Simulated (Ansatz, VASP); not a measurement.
## Two plane-wave programs on Ta

Contents of INCAR:

```
  PREC = Accurate
  ENCUT = 520
  EDIFF = 1E-6
  ISMEAR = -5
  SIGMA = 0.1
  LREAL = False
  LASPH = True
  NELM = 150
  ALGO = Normal
  ISIF = 2
  LWAVE = False
  LCHARG = False
  LMAXMIX = 4
  LDAU = True
  LDAUTYPE = 2
  LDAUL = 2
  LDAUU = 6
  LDAUJ = 0
  LDAUPRINT = 1
  LDIPOL = True
  IDIPOL = 3
  DIPOL = 0.5 0.5 0.500
  GGA = PE
  NBANDS = 24
```

The input KPOINTS:

```
Automatic mesh
0
Gamma
  12 12 1
```

File POSCAR:

```
Ta
1.0
    3.3195547170      0.0000000000      0.0000000000
    0.0000000000      3.3195547170      0.0000000000
    0.0000000000      0.0000000000     19.3196000000
Ta
3
Direct
    0.0000000000      0.0000000000      0.4256079889
    0.5000000000      0.5000000000      0.4999999903
    0.0000000000      0.0000000000      0.5743920208
```

Input for Ansatz:

```yaml
crystal:
  lattice:
    - [3.319554717, 0.0, 0.0]
    - [0.0, 3.319554717, 0.0]
    - [0.0, 0.0, 19.3196]
  atoms:
    - { symbol: Ta, position: [0.0, 0.0, 0.4256079889] }
    - { symbol: Ta, position: [0.5, 0.5, 0.4999999903] }
    - { symbol: Ta, position: [0.0, 0.0, 0.5743920208] }
kpoints:
  mp_grid: { grid: [12, 12, 1] }
scf:
  occupations: { method: tetrahedron }
hamiltonian:
  xc: pbe
  pseudopotentials: { kind: nc }
  hubbard: { sites: [{ species: Ta, l: d, u_eff: 6.0 }], double_counting: fll }
output:
  forces: true
  stress: true
  eigenvalues: true
efield:
  axis: 3
  amplitude: 0
  dipole_correction: true
```

Alike in both runs: task single point; functional PBE; k mesh 12 × 12 × 1; occupations tetrahedron; no spin polarisation; Hubbard terms Ta d U = 6.0 eV.

|  | VASP | Ansatz |
| --- | --- | --- |
| version | VASP 6.6.1 | Ansatz 0.2.0 |
| potentials or method | VASP PAW PBE potentials, release 64 (Ta_pv) | norm-conserving pseudopotentials, scalar-relativistic |
| plane-wave cutoff (eV) | 520 | 1000 |
| valence electrons in the cell | 33 | 81 |

```csv
,VASP,Ansatz,Ansatz less VASP
gap on the k mesh at the Fermi level (eV),none,none,-
rms of the force components (eV/Å),0.871,0.277,-0.5941
```

The programs project onto different local orbitals, so the same U acts differently, and such runs can settle in different states. Atom by atom the forces differ by 0.594 eV/Å (rms over components). A gap of «none» marks a metal or a gap that the smearing closes. VASP's potentials hold 33 valence electrons a cell and Ansatz's 81, so a difference there can come from the potentials and not from the codes. Ansatz's warnings: band table not solved further, filled band counts differ across k points, tetrahedron derivatives may miss energy slope.

Spin-orbit coupling is off throughout.
